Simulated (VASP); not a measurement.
# Ba (Fm-3m) in VASP: further runs, part 2 of 2

VASP 6.6.1. Earlier steps stand in the parts before.

### 4 Relaxation of cell and atoms, PBEsol

INCAR reads:

```
SYSTEM = Ba
ALGO = Normal
EDIFF = 1E-7
EDIFFG = -0.01
ENCUT = 500
GGA = PS
GGA_COMPAT = .FALSE.
IBRION = 2
ISIF = 3
ISMEAR = 0
LASPH = .TRUE.
LCHARG = .FALSE.
LREAL = .FALSE.
LWAVE = .FALSE.
NELM = 120
NELMIN = 4
NSW = 80
PREC = Accurate
SIGMA = 0.1
```

KPOINTS reads:

```
k-points
0
G
  12 12 12
  0 0 0
```

POSCAR reads:

```
Ba
1.0
    0.0000000000      3.1711529127      3.1711529127
    3.1711529127      0.0000000000      3.1711529127
    3.1711529127      3.1711529127      0.0000000000
Ba
1
Direct
    0.0000000000      0.0000000000      0.0000000000
```

Potentials or basis: VASP PAW PBE potentials, release 64 (Ba_sv).

Launch:

```
cat potpaw_PBE.64/Ba_sv/POTCAR > POTCAR
mpirun -np 1 vasp_std > vasp.out
```

OUTCAR:

```text
SYSTEM = Ba
   EDIFF = 1E-7
   EDIFFG = -0.01
   ENCUT = 500
   GGA = PS
   IBRION = 2
   ISIF = 3
   ISMEAR = 0
   LASPH = .TRUE.
   LREAL = .FALSE.
   NELM = 120
   NELMIN = 4
   NSW = 80
   PREC = Accurate

 ion  position               nearest neighbor table
   1  0.000  0.000  0.000-

  LATTYP: Found a face centered cubic cell.
 ALAT       =     6.3423058254

  Lattice vectors:

 A1 = (   0.0000000000,   3.1711529127,   3.1711529127)
 A2 = (   3.1711529127,   0.0000000000,   3.1711529127)
 A3 = (   3.1711529127,   3.1711529127,   0.0000000000)

Analysis of symmetry for initial positions (statically):
=====================================================================
 Subroutine PRICEL returns:
 Original cell was already a primitive cell.

 Routine SETGRP: Setting up the symmetry group for a
 face centered cubic supercell.

 Subroutine GETGRP returns: Found 48 space group operations
 (whereof 48 operations were pure point group operations)
 out of a pool of 48 trial point group operations.

The static configuration has the point symmetry O_h .

Analysis of symmetry for dynamics (positions and initial velocities):
=====================================================================
 Subroutine PRICEL returns:
 Original cell was already a primitive cell.

 Routine SETGRP: Setting up the symmetry group for a
 face centered cubic supercell.

 Subroutine GETGRP returns: Found 48 space group operations
 (whereof 48 operations were pure point group operations)
 out of a pool of 48 trial point group operations.

The dynamic configuration has the point symmetry O_h .

 Subroutine INISYM returns: Found 48 space group operations
 (whereof 48 operations are pure point group operations),
 and found     1 'primitive' translations

----------------------------------------------------------------------------------------
[... 127 lines left out ...]
 maximum number of plane-waves:      1639
 NGX is ok and might be reduce to    36
   NGX = 17   NGY = 17   NGZ = 17

--------------------------------------- Ionic step        1  -------------------------------------------

 number of electron      10.0000000 magnetization

 Free energy of the ion-electron system (eV)
  ---------------------------------------------------
  ext. energy  EPLUGINS =         0.00000000
  ---------------------------------------------------
  free energy    TOTEN  =        -2.12642823 eV

  energy without entropy =       -2.11874989  energy(sigma->0) =       -2.12258906

------------------------ aborting loop because EDIFF is reached ----------------------------------------

  FORCE on cell =-STRESS in cart. coord.  units (eV):
  Direction    XX          YY          ZZ          XY          YZ          ZX
  --------------------------------------------------------------------------------------
  -------------------------------------------------------------------------------------
  Total       -0.2436193     -0.2436193     -0.2436193     -0.0000000      0.0000000     -0.0000000
  in kB       -6.1198486     -6.1198486     -6.1198486     -0.0000000      0.0000000     -0.0000000
  external PRESSURE =      -6.1198486 kB  Pullay stress =       0.0000000 kB
[... 57 lines left out ...]
--------------------------------------- Ionic step        3  -------------------------------------------

 number of electron      10.0000000 magnetization

 Free energy of the ion-electron system (eV)
  ---------------------------------------------------
  ext. energy  EPLUGINS =         0.00000000
  ---------------------------------------------------
  free energy    TOTEN  =        -2.13577177 eV

  energy without entropy =       -2.12757207  energy(sigma->0) =       -2.13167192

 E-fermi :   1.7917     XC(G=0):  -7.7234

 val. band max:        1.7770632336   @ k =  -0.3333   0.3333   0.0000
 cond. band min:       1.7963970688   @ k =   0.4167   0.3333   0.0000
 fundamental gap:      0.0193338352
 Fermi energy:         1.7917079337

 k-point     1 :       0.0000    0.0000    0.0000
  band No.  band energies     occupation
      1     -26.9679      2.00000
      2     -11.8623      2.00000
      3     -11.8623      2.00000
      4     -11.8623      2.00000
      5      -1.0447      2.00000
      6       3.6222      0.00000
      7       3.6222      0.00000
      8       3.6222      0.00000
      9       5.3250      0.00000
[... 265 lines left out ...]
 k-point    24 :      -0.4167    0.1667    0.0000
  band No.  band energies     occupation
      1     -26.9083      2.00000
      2     -12.3859      2.00000
      3     -12.0450      2.00000
      4     -11.9585      2.00000
      5       1.2482      2.00000
      6       2.4917      0.00000
      7       3.1594      0.00000
      8       3.8735      0.00000
      9       6.2304      0.00000

 [... further k-points ...]

------------------------ aborting loop because EDIFF is reached ----------------------------------------

  FORCE on cell =-STRESS in cart. coord.  units (eV):
  Direction    XX          YY          ZZ          XY          YZ          ZX
  --------------------------------------------------------------------------------------
  -------------------------------------------------------------------------------------
  Total        0.0034690      0.0034690      0.0034690      0.0000000     -0.0000000     -0.0000000
  in kB        0.0942584      0.0942584      0.0942584      0.0000000     -0.0000000     -0.0000000
  external PRESSURE =       0.0942584 kB  Pullay stress =       0.0000000 kB
[... 16 lines left out ...]
  FREE ENERGIE OF THE ION-ELECTRON SYSTEM (eV)
  ---------------------------------------------------
  free  energy   TOTEN  =        -2.1357717650 eV

  energy  without entropy=       -2.1275720670  energy(sigma->0) =       -2.13167192

 reached required accuracy - stopping structural energy minimisation
```

Run time: 3.3 min. Hardware: 1 thread of Intel Xeon 8259CL, shared host; peak memory 0.23 GiB.

Results:

```
Free energy                           : -2.1358 eV
Relaxed volume                        : 58.97 Å³/atom
Relaxed cell                          : a = 4.369 Å, b = 4.369 Å, c = 4.369 Å, α = 60.00°, β = 60.00°, γ = 60.00°
Space group after relaxing (to 0.1 Å) : Fm-3m (No. 225)
Energy gained by relaxing             : 9.3 meV/atom
Ionic steps                           : 3
Pressure after relaxing               : 0.0 GPa
Band gap on the k mesh                : zero (bands 5 and 6 overlap by 0.40 eV)
```

The path:
| step | energy change (eV) | largest force (eV/Å) | pressure (GPa) | volume (Å³) |
| --- | --- | --- | --- | --- |
| 1 | 0.0000 | 0.0000 | -0.61 | 63.78 |
| 2 | -0.0066 | 0.0000 | -0.35 | 61.56 |
| 3 | -0.0093 | 0.0000 | 0.01 | 58.97 |

Final structure:
```xyz
1
Lattice="0.0000 3.0893 3.0893 3.0893 0.0000 3.0893 3.0893 3.0893 0.0000" Properties=species:S:1:pos:R:3 pbc="T T T"
Ba    0.0000    0.0000    0.0000
```

Caveat: the PAW data sets were made with another functional, which shifts forces and pressure a little; spin-orbit coupling is left out, which moves the levels of the heavy elements.

### 5 Summary

| task | cell | k mesh | gap on the mesh (eV) | pressure (GPa) |
| --- | --- | --- | --- | --- |
| single point | a = 4.485 Å, angles 60.0°, 1 atom | 6 × 6 × 6 | none | -0.7 |
| single point | a = 4.356 Å, angles 60.0°, 1 atom | 12 × 12 × 12 | none | 0.1 |
| relaxation of cell and atoms | relaxed from a = 4.485 Å, angles 60.0°, 1 atom | 12 × 12 × 12 | none | 0.0 |

Alike in all rows: level PBEsol; potentials or basis VASP PAW PBE potentials, release 64 (Ba_sv); no spin polarisation; cutoff (eV) 500; smearing gaussian 0.1 eV.

Caveats: the PAW data sets were made with another functional, which shifts forces and pressure a little; spin-orbit coupling is left out, which moves the levels of the heavy elements.

Absolute energies hang on the potentials; compare differences alone.

The gap in the log of VASP goes by the Fermi energy; the results here count the filled bands.